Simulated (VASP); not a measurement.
# WC (I4/mmm) in VASP: notebook

The runs below take WC through single point, with PBEsol.

Everything below comes from runs of VASP 6.6.1. Logs are shortened: lines on timing, memory, paths and dates and some standing lists are left out, and cuts for length are marked.

## (1) The cell of the first run

It takes space group I4/mmm (No. 139, tetragonal). Conventional cell: a = 2.946 Å, b = 2.946 Å, c = 4.605 Å, α = 90.00°, β = 90.00°, γ = 90.00°. W (site symmetry 4/mmm) has 6 C at 2.08 to 2.30 Å within 2.8 Å. C (site symmetry 4/mmm) has 6 W at 2.08 to 2.30 Å within 2.8 Å.

## (2) Single point, PBEsol (strain -0.050 along x and y, +0.050 along z)

File INCAR:

```
ALGO     = Normal         # electronic algorithm
EDIFF    = 1E-6           # SCF threshold, eV
ENCUT    = 520            # plane-wave cutoff, eV
GGA      = PS             # functional
ISIF     = 2              # what is computed and relaxed
ISMEAR   = 0              # smearing method
LASPH    = T              # aspherical terms in the spheres
LCHARG   = F              # write CHGCAR
LREAL    = F              # projectors in reciprocal space
LWAVE    = F              # write WAVECAR
NBANDS   = 16             # bands
NELM     = 80             # most SCF steps
PREC     = Accurate       # precision mode
SIGMA    = 0.15           # smearing width, eV
```

File KPOINTS:

```
k-points
0
Gamma
  18 18 18
```

File POSCAR:

```
WC
1.0
    0.0000000000      2.0830498000      2.3023182000
    2.0830498000      0.0000000000      2.3023182000
    2.0830498000      2.0830498000      0.0000000000
W C
1 1
Direct
    0.0000000000      0.0000000000      0.0000000000
    0.5000000000      0.5000000000      0.5000000000
```

Potentials or basis: VASP PAW PBE potentials, release 64 (W_sv, C).

On the command line:

```console
$ cat potpaw_PBE.64/W_sv/POTCAR potpaw_PBE.64/C/POTCAR > POTCAR
$ mpirun -np 1 vasp_std > vasp.out
```

OUTCAR:

```text
EDIFF = 1E-6
   ENCUT = 520
   GGA = PS
   ISIF = 2
   ISMEAR = 0
   LASPH = T
   LREAL = F
   NELM = 80
   PREC = Accurate

 ion  position               nearest neighbor table
   1  0.000  0.000  0.000-   2 2.08   2 2.08   2 2.08   2 2.08   2 2.30   2 2.30
   2  0.500  0.500  0.500-   1 2.08   1 2.08   1 2.08   1 2.08   1 2.30   1 2.30

  LATTYP: Found a body centered tetragonal cell.
 ALAT       =     2.9458772783
 C/A-ratio  =     1.5630781479

  Lattice vectors:

 A1 = (  -2.0830498000,   0.0000000000,   2.3023182000)
 A2 = (   2.0830498000,   0.0000000000,   2.3023182000)
 A3 = (   0.0000000000,   2.0830498000,  -2.3023182000)

Analysis of symmetry for initial positions (statically):
=====================================================================
 Subroutine PRICEL returns:
 Original cell was already a primitive cell.

 Routine SETGRP: Setting up the symmetry group for a
 body centered tetragonal supercell.

 Subroutine GETGRP returns: Found 16 space group operations
 (whereof 16 operations were pure point group operations)
 out of a pool of 16 trial point group operations.

The static configuration has the point symmetry D_4h.

Analysis of symmetry for dynamics (positions and initial velocities):
=====================================================================
 Subroutine PRICEL returns:
 Original cell was already a primitive cell.

 Routine SETGRP: Setting up the symmetry group for a
 body centered tetragonal supercell.

 Subroutine GETGRP returns: Found 16 space group operations
 (whereof 16 operations were pure point group operations)
 out of a pool of 16 trial point group operations.

The dynamic configuration has the point symmetry D_4h.

 Subroutine INISYM returns: Found 16 space group operations
 (whereof 16 operations are pure point group operations),
 and found     1 'primitive' translations

----------------------------------------------------------------------------------------

                                     Primitive cell

  volume of cell :      19.9800

  direct lattice vectors                    reciprocal lattice vectors
     0.000000000  2.083049800  2.302318200    -0.240032667  0.240032667  0.217172413
     2.083049800  0.000000000  2.302318200     0.240032667 -0.240032667  0.217172413
     2.083049800  2.083049800  0.000000000     0.240032667  0.240032667 -0.217172413

  length of vectors
     3.104797186  3.104797186  2.945877278     0.402982903  0.402982903  0.402982903

  position of ions in fractional coordinates (direct lattice)
     0.000000000  0.000000000  0.000000000
     0.500000000  0.500000000  0.500000000

  ion indices of the primitive-cell ions
   primitive index   ion index
                 1           1
                 2           2

----------------------------------------------------------------------------------------

 KPOINTS: k-points

Automatic generation of k-mesh.
 Grid dimensions read from file:
 generate k-points for:   18   18   18

 Generating k-lattice:

  Cartesian coordinates                     Fractional coordinates (reciprocal lattice)
    -0.013335148  0.013335148  0.012065134     0.055555556  0.000000000  0.000000000
     0.013335148 -0.013335148  0.012065134     0.000000000  0.055555556  0.000000000
     0.013335148  0.013335148 -0.012065134    -0.000000000 -0.000000000  0.055555556

  Length of vectors
     0.022387939  0.022387939  0.022387939

  Shift w.r.t. Gamma in fractional coordinates (k-lattice)
     0.000000000  0.000000000  0.000000000

 Subroutine IBZKPT returns following result:
 ===========================================

 Found    480 irreducible k-points:

 Following reciprocal coordinates:
            Coordinates               Weight
  0.000000  0.000000  0.000000      1.000000
  0.055556  0.000000  0.000000      8.000000
  0.111111  0.000000  0.000000      8.000000
  0.166667  0.000000  0.000000      8.000000
  0.222222  0.000000  0.000000      8.000000
  0.277778 -0.000000  0.000000      8.000000
[... 16 lines left out ...]
 -0.277778  0.055556  0.000000      8.000000
 -0.222222  0.055556  0.000000      8.000000
 [... further k-points ...]
   k-points           NKPTS =    480   k-points in BZ     NKDIM =    480   number of bands    NBANDS=     16
   number of dos      NEDOS =    301   number of ions     NIONS =      2
   total plane-waves  NPLWV =  13824
   dimension x,y,z NGX =    24 NGY =   24 NGZ =   24
   dimension x,y,z NGXF=    48 NGYF=   48 NGZF=   48
   ions per type =               1   1
   NGX,Y,Z   is equivalent  to a cutoff of  12.85, 12.85, 13.54 a.u.
   NGXF,Y,Z  is equivalent  to a cutoff of  25.70, 25.70, 27.09 a.u.
 SYSTEM =  unknown system
   PREC   = accura    normal or accurate (medium, high low for compatibility)
   ISTART =      0    job   : 0-new  1-cont  2-samecut
   ICHARG =      2    charge: 1-file 2-atom 10-const
   ISPIN  =      1    spin polarized calculation?
   LNONCOLLINEAR =      F non collinear calculations
   LSORBIT =      F    spin-orbit coupling
   LASPH  =      T    aspherical Exc in radial PAW
   ENCUT  =  520.0 eV  38.22 Ry    6.18 a.u.   5.77  5.77  5.48*2*pi/ulx,y,z
   NELM   =     80;   NELMIN=  2; NELMDL= -5     # of ELM steps
   EDIFF  = 0.1E-05   stopping-criterion for ELM
   LREAL  =      F    real-space projection
   EDIFFG = 0.1E-04   stopping-criterion for IOM
   NSW    =      0    number of steps for IOM
   IBRION =     -1    ionic relax: 0-MD 1-quasi-New 2-CG
   NFREE  =      0    steps in history (QN), initial steepest desc. (CG)
   ISIF   =      2    stress and relaxation
   ISYM   =      2    0-nonsym 1-usesym 2-fastsym
   POTIM  = 0.5000    time-step for ionic-motion
   TEBEG  =    0.0;   TEEND  =   0.0 temperature during run
   PSTRESS=    0.0 pullay stress
   NELECT =      18.0000    total number of electrons
   NUPDOWN=      -1.0000    fix difference up-down
   EMIN   =  10.00;   EMAX   =-10.00  energy-range for DOS
   EFERMI =   0.00;   METHOD = LEGACY
   ISMEAR =     0;   SIGMA  =   0.15  broadening in eV -4-tet -1-fermi 0-gaus
   EFERMI_NEDOS =   21; number of points for ismear=-14 and -15
   IALGO  =     38    algorithm
   IMIX   =      4    mixing-type and parameters
     AMIX     =   0.40;   BMIX     =  1.00
     AMIX_MAG =   1.60;   BMIX_MAG =  1.00
  volume/ion in A,a.u.               =       9.99        67.42
  Fermi-wavevector in a.u.,A,eV,Ry     =   1.581130  2.987902 34.014165  2.499971
  Thomas-Fermi vector in A             =   2.681252
   LORBIT       =      0    0 simple, 1 ext, 2 COOP (PROOUT), +10 PAW based schemes
   GGA     = PS    functional components
   LHFCALC =     F    Hartree Fock is set to
   AEXX    =    0.0000 exact exchange contribution
   IVDW    =     0    specifies the selected vdW correction
   LEPSILON=     F    determine dielectric tensor
   LRPA    =     F    only Hartree local field effects (RPA)
 non-spin polarized calculation
 Gauss-broadening in eV      SIGMA  =   0.15
  energy-cutoff  :      520.00
  volume of cell :       19.98
 maximum number of plane-waves:       553
   NGX = 11   NGY = 11   NGZ = 11

 number of electron      17.9999998 magnetization

 Free energy of the ion-electron system (eV)
  ---------------------------------------------------
  ext. energy  EPLUGINS =         0.00000000
  ---------------------------------------------------
  free energy    TOTEN  =       -22.71694107 eV

  energy without entropy =      -22.70615712  energy(sigma->0) =      -22.71154909

 E-fermi :  13.0463     XC(G=0): -14.1249

 val. band max:       13.0441839739   @ k =   0.5000   0.1667   0.0000
 cond. band min:      13.0482851495   @ k =   0.3333   0.0000   0.0000
 fundamental gap:      0.0041011756
 Fermi energy:        13.0462532434

 k-point     1 :       0.0000    0.0000    0.0000
  band No.  band energies     occupation
      1     -62.2056      2.00000
      2     -26.2147      2.00000
      3     -26.2130      2.00000
      4     -26.2130      2.00000
      5      -3.1953      2.00000
      6       9.2622      2.00000
[... 8 lines left out ...]
     15      22.7682      0.00000
     16      36.5301      0.00000

 k-point     2 :       0.0556    0.0000    0.0000
  band No.  band energies     occupation
      1     -62.2041      2.00000
      2     -26.2373      2.00000
      3     -26.2182      2.00000
      4     -26.2136      2.00000
      5      -3.0998      2.00000
      6       9.1744      2.00000
[... 8 lines left out ...]
     15      22.9935      0.00000
     16      35.1512      0.00000

 k-point     3 :       0.1111    0.0000    0.0000
  band No.  band energies     occupation
      1     -62.1997      2.00000
      2     -26.3059      2.00000
      3     -26.2293      2.00000
      4     -26.2152      2.00000
      5      -2.8192      2.00000
      6       8.7886      2.00000
[... 8 lines left out ...]
     15      23.6244      0.00000
     16      33.2184      0.00000

 k-point     4 :       0.1667    0.0000    0.0000
  band No.  band energies     occupation
      1     -62.1930      2.00000
      2     -26.4094      2.00000
      3     -26.2463      2.00000
      4     -26.2176      2.00000
      5      -2.3702      2.00000
      6       7.9911      2.00000
[... 8 lines left out ...]
     15      24.5075      0.00000
     16      31.4316      0.00000
[... 324 lines left out ...]
 k-point    22 :      -0.3333    0.0556    0.0000
  band No.  band energies     occupation
      1     -62.1635      2.00000
      2     -26.8389      2.00000
      3     -26.3295      2.00000
      4     -26.2198      2.00000
      5       0.1554      2.00000
      6       4.6983      2.00000
[... 8 lines left out ...]
     15      26.1058      0.00000
     16      27.8148      0.00000

 k-point    23 :      -0.2778    0.0556    0.0000
  band No.  band energies     occupation
      1     -62.1710      2.00000
      2     -26.7342      2.00000
      3     -26.3091      2.00000
      4     -26.2147      2.00000
      5      -0.6441      2.00000
      6       5.6358      2.00000
[... 8 lines left out ...]
     15      26.0962      0.00000
     16      28.7370      0.00000

 k-point    24 :      -0.2222    0.0556    0.0000
  band No.  band energies     occupation
      1     -62.1795      2.00000
      2     -26.6119      2.00000
      3     -26.2859      2.00000
      4     -26.2107      2.00000
      5      -1.3848      2.00000
      6       6.5930      2.00000
[... 8 lines left out ...]
     15      25.6385      0.00000
     16      30.4073      0.00000

 [... further k-points ...]
[... 5 lines left out ...]
  --------------------------------------------------------------------------------------
  -------------------------------------------------------------------------------------
  Total        5.0516732      5.0516732     -2.3374286      0.0000000      0.0000000      0.0000000
  in kB      405.0896799    405.0896799   -187.4365541      0.0000000      0.0000000      0.0000000
  external PRESSURE =     207.5809352 kB  Pullay stress =       0.0000000 kB

 VOLUME and BASIS-vectors are now :
 -----------------------------------------------------------------------------
  energy-cutoff  :      520.00
  volume of cell :       19.98
      direct lattice vectors                 reciprocal lattice vectors
     0.000000000  2.083049800  2.302318200    -0.240032667  0.240032667  0.217172413
     2.083049800  0.000000000  2.302318200     0.240032667 -0.240032667  0.217172413
     2.083049800  2.083049800  0.000000000     0.240032667  0.240032667 -0.217172413

 POSITION                                       TOTAL-FORCE (eV/Angst)
 -----------------------------------------------------------------------------------
      0.00000      0.00000      0.00000        -0.000000     -0.000000     -0.000000
      2.08305      2.08305      2.30232         0.000000      0.000000      0.000000
 -----------------------------------------------------------------------------------
    total drift:                                0.000000     -0.000000     -0.000000

  FREE ENERGIE OF THE ION-ELECTRON SYSTEM (eV)
  ---------------------------------------------------
  free  energy   TOTEN  =       -22.7169410664 eV

  energy  without entropy=      -22.7061571191  energy(sigma->0) =      -22.71154909
```

Run time: 2.9 min. Hardware: 1 thread of AMD EPYC 7R43 (Zen 3), shared host; peak memory 0.23 GiB.

What came out:

```
Free energy            : -22.7169 eV
Pressure               : 20.8 GPa
Band gap on the k mesh : zero (bands 9 and 10 overlap by 3.16 eV)
```

Caveat: the cell differs from its parent crystal (strain -0.050 along x and y, +0.050 along z); the cell stands under pressure; the PAW data sets were made with another functional, which shifts forces and pressure a little; spin-orbit coupling is left out, which moves the levels of the heavy elements.

## (3) Single point, PBEsol (strain +0.000 along x and y, -0.050 along z)

File INCAR:

```
SYSTEM = WC
PREC = Accurate
ENCUT = 520
EDIFF = 1E-7
ISMEAR = 0
SIGMA = 0.15
LREAL = .False.
LASPH = .True.
NELM = 80
ALGO = Normal
ISIF = 2
LWAVE = .False.
LCHARG = .True.
GGA = PS
LELF = .True.
LVHAR = .True.
NBANDS = 16
```

File KPOINTS:

```
Automatic mesh
0
Gamma
  18 18 18
  0 0 0
```

File POSCAR:

```
WC
1.0
    0.0000000000      2.1926840000      2.0830498000
    2.1926840000      0.0000000000      2.0830498000
    2.1926840000      2.1926840000      0.0000000000
W C
1 1
Direct
    0.0000000000      0.0000000000      0.0000000000
    0.5000000000      0.5000000000      0.5000000000
```

Potentials or basis: VASP PAW PBE potentials, release 64 (W_sv, C).

On the command line:

```console
$ cat potpaw_PBE.64/W_sv/POTCAR potpaw_PBE.64/C/POTCAR > POTCAR
$ mpirun -np 1 vasp_std > vasp.out
```

Run time: 3.2 min. Hardware: 1 thread of AMD EPYC 7R43 (Zen 3), shared host; peak memory 0.23 GiB.

The run converged. Its results:

```yaml
Free_energy: -22.9022 eV
Pressure: 13.4 GPa
Band_gap_on_the_k_mesh: zero (bands 9 and 10 overlap by 3.09 eV)
```

Stress tensor (GPa, compression positive):
```
 0.00  0.00  0.00
 0.00  0.00  0.00
 0.00  0.00 40.24
```

Levels at points of the mesh, in eV from the Fermi level:
```csv
k point,band 5,band 6,band 7,band 8,band 9,band 10,band 11,band 12,band 13,band 14
"(0.00, 0.00, 0.00)",-16.22,-3.14,-3.14,-2.48,-1.32,-1.21,-1.21,-0.90,-0.82,7.35
"(0.50, 0.00, 0.00)",-11.19,-10.25,-7.01,-6.92,0.97,1.44,2.64,4.97,8.77,9.88
"(0.50, 0.50, 0.00)",-13.92,-6.21,-5.22,-2.79,-2.79,1.05,2.50,2.50,6.49,7.83
"(0.50, 0.00, 0.50)",-14.00,-6.15,-5.89,-2.51,-2.29,0.85,2.22,2.78,5.70,8.33
```

Caveat: the cell differs from its parent crystal (strain +0.000 along x and y, -0.050 along z); the cell stands under pressure; the PAW data sets were made with another functional, which shifts forces and pressure a little; spin-orbit coupling is left out, which moves the levels of the heavy elements.
